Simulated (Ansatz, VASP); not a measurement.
# One calculation of W2CSe2, two programs

```
CELL_PARAMETERS angstrom
3.35316 0.00000 0.00000
-1.67658 2.90392 0.00000
0.00000 0.00000 8.95159
ATOMIC_POSITIONS crystal
W 0.33333 0.66667 0.11170
W 0.66667 0.33333 0.88830
Se 0.33333 0.66667 0.69329
Se 0.66667 0.33333 0.30671
C 0.00000 0.00000 0.00000
```

Alike in both runs: functional r2SCAN; k mesh 6 × 6 × 2; occupations fermi-dirac, width 0.0399 eV; no spin polarisation.

Ansatz relaxed the structure, and its values are those at the end. VASP's run is a single point on that final structure, the one shown.

|  | VASP | Ansatz |
| --- | --- | --- |
| version | VASP 6.6.1 | Ansatz 0.2.0 |
| potentials or method | VASP PAW PBE potentials, release 64 (W_sv, Se, C), cutoff 520 eV | PAW plane waves |
| valence electrons in the cell | 44 | 64 |

```tsv
	VASP	Ansatz	Ansatz less VASP
gap on the k mesh at the Fermi level (eV)	none	none	-
pressure (GPa)	0.7	0.0	-0.65
rms of the force components (eV/Å)	0.031	0.000	-0.0304
```

VASP's potentials were made for PBE, not for r2SCAN. A gap of «none» marks a metal or a gap that the smearing closes. VASP's potentials hold 44 valence electrons a cell and Ansatz's 64, so a difference there can come from the potentials and not from the codes. Ansatz's warnings: structure snapped to symmetry.

The k mesh is coarse, so the values compare programs but aren't converged. Spin-orbit coupling is off throughout.
